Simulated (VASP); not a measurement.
System: BN (a cell with a defect).

```
B N
1.0
     7.46503    0.00000    0.00000
    -3.73252    6.46491    0.00000
     0.00000    0.00000    6.49548
B N
17 17
Direct
  0.11525 0.22144 0.25079
  0.23190 0.10278 0.75098
  0.11498 0.55431 0.25080
  0.23215 0.44365 0.75045
  0.11483 0.88774 0.25057
  0.21296 0.76652 0.75030
  0.44872 0.22181 0.25081
  0.53136 0.10556 0.75076
  0.44873 0.55441 0.25083
  0.44853 0.88780 0.25081
  0.55976 0.78443 0.75034
  0.78176 0.22140 0.25110
  0.89015 0.11911 0.75108
  0.78115 0.55438 0.25075
  0.87225 0.44137 0.75092
  0.78167 0.88779 0.25087
  0.88040 0.77955 0.75139
  0.12365 0.22014 0.75082
  0.22581 0.11038 0.25044
  0.10442 0.54635 0.75014
  0.22582 0.44374 0.25075
  0.10723 0.88289 0.75073
  0.22581 0.77708 0.25065
  0.55911 0.11047 0.25108
  0.45186 0.57068 0.74935
  0.55901 0.44369 0.25081
  0.43635 0.88655 0.75019
  0.55929 0.77728 0.25083
  0.76112 0.21999 0.75110
  0.89262 0.11067 0.25116
  0.77283 0.56402 0.75241
  0.89238 0.44380 0.25091
  0.78148 0.90082 0.75116
  0.89244 0.77722 0.25059
```

Base run:

- Program: VASP 6.6.1
- Functional: HSE06
- Potentials or basis: VASP PAW PBE potentials, release 64 (B, N)
- Cutoff: 520 eV
- k mesh: 1 × 1 × 1, shifted
- Occupations: fermi-dirac, width 0.01 eV
- Spin: no spin polarisation

Its results: band gap on the k mesh 1.68 eV; pressure -1.7 GPa; largest force 0.350 eV/Å.

Question: The run is repeated on the same cell with these changes: functional from HSE06 to r2SCAN; cutoff from 520 eV to 580 eV. What comes out?

Answer: Band gap on the k mesh 0.87 eV; pressure 0.3 GPa; largest force 0.168 eV/Å.

Caveats: the PAW data sets were made with another functional, which shifts forces and pressure a little.

A k mesh can miss the band edges.
